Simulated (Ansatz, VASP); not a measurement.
# TiO2: VASP beside Ansatz

```
Ti O
1.0
    -1.89250    1.89250    4.75700
     1.89250   -1.89250    4.75700
     1.89250    1.89250   -4.75700
Ti O
2 4
Direct
  0.00000 0.00000 0.00000
  0.75000 0.25000 0.50000
  0.20660 0.20660 0.00000
  0.95660 0.45660 0.50000
  0.54340 0.04340 0.50000
  0.79340 0.79340 0.00000
```

Alike in both runs: task single point; functional PBE; k mesh 13 × 13 × 13; occupations fermi-dirac, width 0.08 eV; no spin polarisation.

|  | VASP | Ansatz |
| --- | --- | --- |
| version | VASP 6.6.1 | Ansatz 0.2.0 |
| potentials or method | VASP PAW PBE potentials, release 64 (Ti_sv, O), cutoff 520 eV | all-electron LAPW, scalar-relativistic |

|  | VASP | Ansatz | Ansatz less VASP |
| --- | --- | --- | --- |
| pressure (GPa) | 6.7 | 6.0 | -0.71 |
| traceless stress, the component that is largest in VASP (GPa) | 2.80 | 2.69 | -0.107 |
| rms of the force components (eV/Å) | 0.170 | 0.160 | -0.0104 |

Atom by atom the forces differ by 0.010 eV/Å (rms over components). Ansatz ran all-electron here, and VASP with PAW potentials.
